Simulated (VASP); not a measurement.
# WSe2 in VASP: a series of runs

The runs below take WSe2 through single point, relaxation of the atoms, with PBE+D3(BJ).

Everything below comes from runs of VASP 6.6.1. Logs are shortened: lines on timing, memory, paths and dates and some standing lists are left out, and cuts for length are marked.

### Step 1. The cell of the first run

The cell holds a slab with vacuum, 3 atoms: a = 3.285 Å, b = 3.285 Å, c = 20.370 Å, α = 90.00°, β = 90.00°, γ = 120.00°.

### Step 2. Single point, PBE+D3(BJ)

Input file INCAR:

```
SYSTEM = WSe2
  ALGO = Normal
  DIPOL = 0.5 0.5 0.500
  EDIFF = 1E-7
  ENCUT = 520
  GGA = PE
  IDIPOL = 3
  ISIF = 2
  ISMEAR = 0
  IVDW = 12
  LASPH = .TRUE.
  LCHARG = .FALSE.
  LDIPOL = .TRUE.
  LREAL = .FALSE.
  LWAVE = .FALSE.
  NBANDS = 20
  NELM = 60
  PREC = Accurate
  SIGMA = 0.05
```

Input file KPOINTS:

```
k-points
0
G
  9 9 1
  0 0 0
```

Input file POSCAR:

```
WSe2
1.0
    3.2853510115      0.0000000029      0.0000000000
   -1.6426755082      2.8451974348      0.0000000000
    0.0000000000      0.0000000000     20.3698627617
Se W
2 1
Direct
    0.3333333333      0.6666666667      0.4172831255
    0.3333333333      0.6666666667      0.5827168745
    0.6666666667      0.3333333333      0.4999999365
```

Potentials or basis: VASP PAW PBE potentials, release 64 (Se, W_sv).

Command:

```sh
cat potpaw_PBE.64/Se/POTCAR potpaw_PBE.64/W_sv/POTCAR > POTCAR
mpirun -np 1 vasp_std > vasp.out
```

OUTCAR:

```text
SYSTEM = WSe2
   EDIFF = 1E-7
   ENCUT = 520
   GGA = PE
   ISIF = 2
   ISMEAR = 0
   IVDW = 12
   LASPH = .TRUE.
   LREAL = .FALSE.
   NELM = 60
   PREC = Accurate
 IVDW          = 12

 ion  position               nearest neighbor table
   1  0.333  0.667  0.417-   3 2.54   3 2.54   3 2.54
   2  0.333  0.667  0.583-   3 2.54   3 2.54   3 2.54
   3  0.667  0.333  0.500-   1 2.54   1 2.54   1 2.54   2 2.54   2 2.54   2 2.54

  LATTYP: Found a hexagonal cell.
 ALAT       =     3.2853510115
 C/A-ratio  =     6.2002089550

  Lattice vectors:

 A1 = (   3.2853510115,   0.0000000029,   0.0000000000)
 A2 = (  -1.6426755082,   2.8451974348,   0.0000000000)
 A3 = (   0.0000000000,   0.0000000000,  20.3698627617)

Analysis of symmetry for initial positions (statically):
=====================================================================
 Subroutine PRICEL returns:
 Original cell was already a primitive cell.

 Routine SETGRP: Setting up the symmetry group for a
 hexagonal supercell.

 Subroutine GETGRP returns: Found 12 space group operations
 (whereof 12 operations were pure point group operations)
 out of a pool of 24 trial point group operations.

The static configuration has the point symmetry D_3h.

Analysis of symmetry for dynamics (positions and initial velocities):
=====================================================================
 Subroutine PRICEL returns:
 Original cell was already a primitive cell.

 Routine SETGRP: Setting up the symmetry group for a
 hexagonal supercell.

 Subroutine GETGRP returns: Found 12 space group operations
 (whereof 12 operations were pure point group operations)
 out of a pool of 24 trial point group operations.

The dynamic configuration has the point symmetry D_3h.

 Subroutine INISYM returns: Found 12 space group operations
 (whereof 12 operations are pure point group operations),
 and found     1 'primitive' translations

----------------------------------------------------------------------------------------

                                     Primitive cell

  volume of cell :     190.4067

  direct lattice vectors                    reciprocal lattice vectors
     3.285351011  0.000000003  0.000000000     0.304381479  0.175734729  0.000000000
    -1.642675508  2.845197435  0.000000000    -0.000000000  0.351469458  0.000000000
     0.000000000  0.000000000 20.369862762     0.000000000  0.000000000  0.049092132

  length of vectors
     3.285351011  3.285351011 20.369862762     0.351469458  0.351469458  0.049092132

  position of ions in fractional coordinates (direct lattice)
     0.333333333  0.666666667  0.417283125
     0.333333333  0.666666667  0.582716875
     0.666666667  0.333333333  0.499999936

  ion indices of the primitive-cell ions
   primitive index   ion index
                 1           1
                 2           2
                 3           3

----------------------------------------------------------------------------------------

 KPOINTS: k-points

Automatic generation of k-mesh.
 Grid dimensions read from file:
 generate k-points for:    9    9    1

 Generating k-lattice:

  Cartesian coordinates                     Fractional coordinates (reciprocal lattice)
     0.033820164  0.019526081  0.000000000     0.111111111  0.000000000  0.000000000
    -0.000000000  0.039052162  0.000000000     0.000000000  0.111111111  0.000000000
     0.000000000  0.000000000  0.049092132     0.000000000  0.000000000  1.000000000

  Length of vectors
     0.039052162  0.039052162  0.049092132

  Shift w.r.t. Gamma in fractional coordinates (k-lattice)
     0.000000000  0.000000000  0.000000000

 Subroutine IBZKPT returns following result:
 ===========================================

 Found     12 irreducible k-points:

 Following reciprocal coordinates:
            Coordinates               Weight
  0.000000  0.000000  0.000000      1.000000
  0.111111 -0.000000  0.000000      6.000000
  0.222222 -0.000000  0.000000      6.000000
  0.333333  0.000000  0.000000      6.000000
  0.444444 -0.000000  0.000000      6.000000
  0.111111  0.111111  0.000000      6.000000
  0.222222  0.111111  0.000000     12.000000
  0.333333  0.111111  0.000000     12.000000
  0.444444  0.111111  0.000000      6.000000
  0.222222  0.222222  0.000000      6.000000
  0.333333  0.222222  0.000000     12.000000
  0.333333  0.333333  0.000000      2.000000
   k-points           NKPTS =     12   k-points in BZ     NKDIM =     12   number of bands    NBANDS=     20
   number of dos      NEDOS =    301   number of ions     NIONS =      3
   total plane-waves  NPLWV =  92160
   dimension x,y,z NGX =    24 NGY =   24 NGZ =  160
   dimension x,y,z NGXF=    48 NGYF=   48 NGZF=  320
   ions per type =               2   1
   NGX,Y,Z   is equivalent  to a cutoff of  12.14, 12.14, 13.06 a.u.
   NGXF,Y,Z  is equivalent  to a cutoff of  24.29, 24.29, 26.12 a.u.
 SYSTEM =  WSe2
   PREC   = accura    normal or accurate (medium, high low for compatibility)
   ISTART =      0    job   : 0-new  1-cont  2-samecut
   ICHARG =      2    charge: 1-file 2-atom 10-const
   ISPIN  =      1    spin polarized calculation?
   LNONCOLLINEAR =      F non collinear calculations
   LSORBIT =      F    spin-orbit coupling
   LASPH  =      T    aspherical Exc in radial PAW
   ENCUT  =  520.0 eV  38.22 Ry    6.18 a.u.   6.11  6.11 37.87*2*pi/ulx,y,z
   NELM   =     60;   NELMIN=  2; NELMDL= -5     # of ELM steps
   EDIFF  = 0.1E-06   stopping-criterion for ELM
   LREAL  =      F    real-space projection
   EDIFFG = 0.1E-05   stopping-criterion for IOM
   NSW    =      0    number of steps for IOM
   IBRION =     -1    ionic relax: 0-MD 1-quasi-New 2-CG
   NFREE  =      0    steps in history (QN), initial steepest desc. (CG)
   ISIF   =      2    stress and relaxation
   ISYM   =      2    0-nonsym 1-usesym 2-fastsym
   POTIM  = 0.5000    time-step for ionic-motion
   TEBEG  =    0.0;   TEEND  =   0.0 temperature during run
   PSTRESS=    0.0 pullay stress
   NELECT =      26.0000    total number of electrons
   NUPDOWN=      -1.0000    fix difference up-down
   EMIN   =  10.00;   EMAX   =-10.00  energy-range for DOS
   EFERMI =   0.00;   METHOD = LEGACY
   ISMEAR =     0;   SIGMA  =   0.05  broadening in eV -4-tet -1-fermi 0-gaus
   EFERMI_NEDOS =   21; number of points for ismear=-14 and -15
   IALGO  =     38    algorithm
   IMIX   =      4    mixing-type and parameters
     AMIX     =   0.40;   BMIX     =  1.00
     AMIX_MAG =   1.60;   BMIX_MAG =  1.00
  volume/ion in A,a.u.               =      63.47       428.31
  Fermi-wavevector in a.u.,A,eV,Ry     =   0.843021  1.593079  9.669454  0.710685
  Thomas-Fermi vector in A             =   1.957822
   LORBIT       =      0    0 simple, 1 ext, 2 COOP (PROOUT), +10 PAW based schemes
   GGA     = PE    functional components
   LHFCALC =     F    Hartree Fock is set to
   AEXX    =    0.0000 exact exchange contribution
   IVDW    =    12    specifies the selected vdW correction
   LEPSILON=     F    determine dielectric tensor
   LRPA    =     F    only Hartree local field effects (RPA)
 non-spin polarized calculation
 Gauss-broadening in eV      SIGMA  =   0.05
  energy-cutoff  :      520.00
  volume of cell :      190.41
 maximum number of plane-waves:      5178
   NGX = 13   NGY = 13   NGZ = 75

 number of electron      25.9999996 magnetization

 dipolmoment           0.000000      0.000000      0.000013 electrons x Angstroem

 Free energy of the ion-electron system (eV)
  ---------------------------------------------------
  ext. energy  EPLUGINS =         0.00000000
  ---------------------------------------------------
  free energy    TOTEN  =       -21.61121773 eV

  energy without entropy =      -21.61121773  energy(sigma->0) =      -21.61121773

 E-fermi :  -1.1574     XC(G=0):  -3.9531

 val. band max:       -1.5382247431   @ k =   0.3333   0.3333   0.0000
 cond. band min:       0.1320849267   @ k =   0.3333   0.3333   0.0000
 fundamental gap:      1.6703096699
 Fermi energy:        -1.1573853569

 k-point     1 :       0.0000    0.0000    0.0000
  band No.  band energies     occupation
      1     -75.5782      2.00000
      2     -39.8234      2.00000
      3     -39.6895      2.00000
      4     -39.6895      2.00000
      5     -16.3476      2.00000
      6     -15.1056      2.00000
[... 12 lines left out ...]
     19       3.1884      0.00000
     20       3.6352      0.00000

 k-point     2 :       0.1111   -0.0000    0.0000
  band No.  band energies     occupation
      1     -75.5770      2.00000
      2     -39.8181      2.00000
      3     -39.7173      2.00000
      4     -39.6960      2.00000
      5     -16.1621      2.00000
      6     -15.0109      2.00000
[... 12 lines left out ...]
     19       3.4355      0.00000
     20       4.0687      0.00000

 k-point     3 :       0.2222   -0.0000    0.0000
  band No.  band energies     occupation
      1     -75.5739      2.00000
      2     -39.8047      2.00000
      3     -39.7870      2.00000
      4     -39.7125      2.00000
      5     -15.6503      2.00000
      6     -14.7515      2.00000
[... 12 lines left out ...]
     19       4.1104      0.00000
     20       4.7640      0.00000

 k-point     4 :       0.3333    0.0000    0.0000
  band No.  band energies     occupation
      1     -75.5704      2.00000
      2     -39.8652      2.00000
      3     -39.7895      2.00000
      4     -39.7311      2.00000
      5     -14.9621      2.00000
      6     -14.4121      2.00000
[... 153 lines left out ...]
 k-point    11 :       0.3333    0.2222    0.0000
  band No.  band energies     occupation
      1     -75.5671      2.00000
      2     -39.8879      2.00000
      3     -39.7996      2.00000
      4     -39.7752      2.00000
      5     -14.1831      2.00000
      6     -14.0221      2.00000
[... 12 lines left out ...]
     19       5.8785      0.00000
     20       6.6442      0.00000

 k-point    12 :       0.3333    0.3333    0.0000
  band No.  band energies     occupation
      1     -75.5665      2.00000
      2     -39.8639      2.00000
      3     -39.8405      2.00000
      4     -39.7725      2.00000
      5     -14.0265      2.00000
      6     -13.9383      2.00000
[... 12 lines left out ...]
     19       4.9399      0.00000
     20       7.1001      0.00000

------------------------ aborting loop because EDIFF is reached ----------------------------------------

 vacuum level on the upper side and lower side of the slab       (xc-potential included)        -0.075        -0.075

 Edisp (eV)   -1.01309

 E8    (eV) :    -0.4807

  FORCE on cell =-STRESS in cart. coord.  units (eV):
  Direction    XX          YY          ZZ          XY          YZ          ZX
  --------------------------------------------------------------------------------------
  -------------------------------------------------------------------------------------
  Total       0.09918     0.09918     0.13057     0.00000     0.00000     0.00000
  in kB       0.83458     0.83458     1.09871     0.00000     0.00000     0.00000
  external pressure =        0.92 kB  Pullay stress =        0.00 kB

 VOLUME and BASIS-vectors are now :
 -----------------------------------------------------------------------------
  energy-cutoff  :      520.00
  volume of cell :      190.41
      direct lattice vectors                 reciprocal lattice vectors
     3.285351011  0.000000003  0.000000000     0.304381479  0.175734729  0.000000000
    -1.642675508  2.845197435  0.000000000    -0.000000000  0.351469458  0.000000000
     0.000000000  0.000000000 20.369862762     0.000000000  0.000000000  0.049092132

 POSITION                                       TOTAL-FORCE (eV/Angst)
 -----------------------------------------------------------------------------------
     -0.00000      1.89680      8.50000         0.000000     -0.000000     -0.044209
     -0.00000      1.89680     11.86986         0.000000     -0.000000      0.044209
      1.64268      0.94840     10.18493        -0.000000      0.000000     -0.000000
 -----------------------------------------------------------------------------------
    total drift:                               -0.000000      0.000000      0.002920

  FREE ENERGIE OF THE ION-ELECTRON SYSTEM (eV)
  ---------------------------------------------------
  free  energy   TOTEN  =       -22.6243074134 eV

  energy  without entropy=      -22.6243074134  energy(sigma->0) =      -22.62430741

 vacuum level on the upper side and lower side of the slab         3.463         3.462
```

It took 69 s on 1 thread of Intel Xeon Platinum 8488C (Sapphire Rapids), shared host; peak memory 0.31 GiB.

What came out:

- Free energy: -22.6243 eV
- Largest force: 0.044 eV/Å
- Band gap on the k mesh: 1.67 eV
- Dispersion energy per atom: -0.338 eV

Forces on the atoms (eV/Å):
```
Se   0.000  0.000 -0.044
Se   0.000  0.000  0.044
W    0.000  0.000  0.000
```

Caveat: spin-orbit coupling is left out, which moves the levels of the heavy elements.

### Step 3. Single point, PBE+D3(BJ)

Input file INCAR:

```
SYSTEM = WSe2
PREC = Accurate
ENCUT = 520
EDIFF = 1E-6
ISMEAR = 0
SIGMA = 0.05
LREAL = .FALSE.
LASPH = .TRUE.
NELM = 80
ALGO = Normal
ISIF = 2
LWAVE = .FALSE.
LCHARG = .TRUE.
LDIPOL = .TRUE.
IDIPOL = 3
DIPOL = 0.5 0.5 0.500
GGA = PE
IVDW = 12
LELF = .TRUE.
LVHAR = .TRUE.
LVACPOTAV = .TRUE.
NBANDS = 20
```

Input file KPOINTS:

```
Automatic mesh
0
G
  12 12 1
  0 0 0
```

Input file POSCAR:

```
WSe2
1.0
    3.2853510115      0.0000000029      0.0000000000
   -1.6426755082      2.8451974348      0.0000000000
    0.0000000000      0.0000000000     20.3462602100
Se W
2 1
Direct
    0.3333333333      0.6666666667      0.4171871915
    0.3333333333      0.6666666667      0.5828128508
    0.6666666667      0.3333333333      0.4999999576
```

Potentials or basis: VASP PAW PBE potentials, release 64 (Se, W_sv).

Command:

```sh
cat potpaw_PBE.64/Se/POTCAR potpaw_PBE.64/W_sv/POTCAR > POTCAR
mpirun -np 1 vasp_std > vasp.out
```

OUTCAR:

```text
SYSTEM = WSe2
   PREC = Accurate
   ENCUT = 520
   EDIFF = 1E-6
   ISMEAR = 0
   LREAL = .FALSE.
   LASPH = .TRUE.
   NELM = 80
   ISIF = 2
   GGA = PE
   IVDW = 12
 IVDW          = 12

 ion  position               nearest neighbor table
   1  0.333  0.667  0.417-   3 2.54   3 2.54   3 2.54
   2  0.333  0.667  0.583-   3 2.54   3 2.54   3 2.54
   3  0.667  0.333  0.500-   1 2.54   1 2.54   1 2.54   2 2.54   2 2.54   2 2.54

  LATTYP: Found a hexagonal cell.
 ALAT       =     3.2853510115
[... 631 lines left out ...]

  FORCE on cell =-STRESS in cart. coord.  units (eV):
  Direction    XX          YY          ZZ          XY          YZ          ZX
  --------------------------------------------------------------------------------------
  -------------------------------------------------------------------------------------
  Total       0.09941     0.09941     0.12920     0.00000    -0.00000     0.00000
  in kB       0.83742     0.83742     1.08844     0.00000    -0.00000     0.00000
  external pressure =        0.92 kB  Pullay stress =        0.00 kB

 VOLUME and BASIS-vectors are now :
 -----------------------------------------------------------------------------
  energy-cutoff  :      520.00
  volume of cell :      190.19
      direct lattice vectors                 reciprocal lattice vectors
     3.285351011  0.000000003  0.000000000     0.304381479  0.175734729  0.000000000
    -1.642675508  2.845197435  0.000000000    -0.000000000  0.351469458  0.000000000
     0.000000000  0.000000000 20.346260210     0.000000000  0.000000000  0.049149081

 POSITION                                       TOTAL-FORCE (eV/Angst)
 -----------------------------------------------------------------------------------
     -0.00000      1.89680      8.48820        -0.000000      0.000000     -0.043886
     -0.00000      1.89680     11.85806         0.000000     -0.000000      0.043886
      1.64268      0.94840     10.17313        -0.000000      0.000000     -0.000000
 -----------------------------------------------------------------------------------
    total drift:                               -0.000000      0.000000      0.001260

  FREE ENERGIE OF THE ION-ELECTRON SYSTEM (eV)
  ---------------------------------------------------
  free  energy   TOTEN  =       -22.6244662286 eV

  energy  without entropy=      -22.6244662286  energy(sigma->0) =      -22.62446623

 vacuum level on the upper side and lower side of the slab         3.526         3.526
```

Run time: 87 s. Hardware: 1 thread of Intel Xeon Platinum 8488C (Sapphire Rapids), shared host; peak memory 0.32 GiB.

Results:

```yaml
Free_energy: -22.6245 eV
Largest_force: 0.044 eV/Å
Band_gap_on_the_k_mesh: 1.65 eV (least direct gap 1.67 eV)
Dispersion_energy_per_atom: -0.338 eV
```

Forces on the atoms (eV/Å):
```
Se   0.000  0.000 -0.044
Se   0.000  0.000  0.044
W    0.000  0.000  0.000
```

Levels at points of the mesh, in eV from the valence-band top:
| k point | band 9 | band 10 | band 11 | band 12 | band 13 | band 14 | band 15 | band 16 | band 17 | band 18 |
| --- | --- | --- | --- | --- | --- | --- | --- | --- | --- | --- |
| (0.00, 0.00, 0.00) | -2.30 | -2.26 | -1.17 | -1.17 | -0.42 | 2.99 | 2.99 | 3.15 | 3.15 | 4.26 |
| (0.50, 0.00, 0.00) | -4.20 | -2.96 | -2.21 | -1.02 | -0.87 | 2.48 | 2.80 | 3.71 | 4.41 | 4.42 |

Caveat: spin-orbit coupling is left out, which moves the levels of the heavy elements.

### Step 4. Single point, PBE+D3(BJ)

Input file INCAR:

```
ALGO = Normal
DIPOL = 0.5 0.5 0.500
EDIFF = 1E-7
ENCUT = 520
GGA = PE
IDIPOL = 3
ISIF = 2
ISMEAR = 0
IVDW = 12
LASPH = T
LCHARG = T
LDIPOL = T
LELF = T
LREAL = F
LVACPOTAV = T
LVHAR = T
LWAVE = F
NBANDS = 20
NELM = 60
PREC = Accurate
SIGMA = 0.05
```

Input file KPOINTS:

```
k-points
0
Gamma
  12 12 1
```

Input file POSCAR:

```
WSe2
1.0
    3.2899984500      0.0000000000      0.0000000000
   -1.6449992300      2.8492222400      0.0000000000
    0.0000000000      0.0000000000     20.3462602100
Se W
2 1
Direct
    0.3333333300      0.6666666700      0.4177671922
    0.3333333300      0.6666666700      0.5822328078
    0.6666666700      0.3333333300      0.5000000000
```

Command:

```sh
cat potpaw_PBE.64/Se/POTCAR potpaw_PBE.64/W_sv/POTCAR > POTCAR
mpirun -np 1 vasp_std > vasp.out
```

It took 90 s on 1 thread of Intel Xeon Platinum 8488C (Sapphire Rapids), shared host; peak memory 0.32 GiB.

It converged, with:

- Free energy: -22.6218 eV
- Largest force: 0.222 eV/Å
- Band gap on the k mesh: 1.63 eV
- Dispersion energy per atom: -0.338 eV

Forces on the atoms (eV/Å):
```
Se   0.000  0.000 -0.222
Se   0.000  0.000  0.222
W    0.000  0.000  0.000
```

Levels at points of the mesh, in eV from the valence-band top:
```tsv
k point	band 11	band 12	band 13	band 14	band 15	band 16
(0.00, 0.00, 0.00)	-1.21	-1.21	-0.37	2.99	2.99	3.18
(0.50, 0.00, 0.00)	-2.16	-1.01	-0.90	2.45	2.81	3.74
```

Caveat: spin-orbit coupling is left out, which moves the levels of the heavy elements.

(Continued in part 2 of 2.)
